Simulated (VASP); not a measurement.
Input of a VASP 6.6.1 run:

INCAR

```
PREC = Accurate ; ENCUT = 520
EDIFF = 1E-7 ; ISMEAR = -1
SIGMA = 0.05 ; LREAL = F
LASPH = T ; NELM = 150
ALGO = Fast ; ISIF = 2
LWAVE = F ; LCHARG = F
ISPIN = 2 ; MAGMOM = 2.5 2.5 2.5 0
LORBIT = 11 ; LMAXMIX = 4
GGA = PE ; NBANDS = 28
```

File KPOINTS:

```
Automatic mesh
0
Gamma
  8 8 8
```

Contents of POSCAR:

```
AlNi3
1.0
    3.5230547267      0.0000000000      0.0000000000
    0.0000000000      3.5230547267      0.0000000000
    0.0000000000      0.0000000000      3.5230547267
Ni Al
3 1
Direct
    0.5000000000      0.5000000000      0.0000000000
    0.5000000000      0.0000000000      0.5000000000
    0.0000000000      0.5000000000      0.5000000000
    0.0000000000      0.0000000000      0.0000000000
```

Potentials or basis: VASP PAW PBE potentials, release 64 (Ni, Al).

Command:

```bash
$ cat potpaw_PBE.64/Ni/POTCAR potpaw_PBE.64/Al/POTCAR > POTCAR
$ mpirun -np 1 vasp_std > vasp.out
```

(1) What does it give for the pressure?

(2) Estimate the site moments.

(3) What does it give for the net moment?

Results:

(1) 7.3 GPa.

(2) Ni +0.24; Al -0.01 μB.

(3) 0.67 μB per cell.

Caveat: the cell stands under pressure.
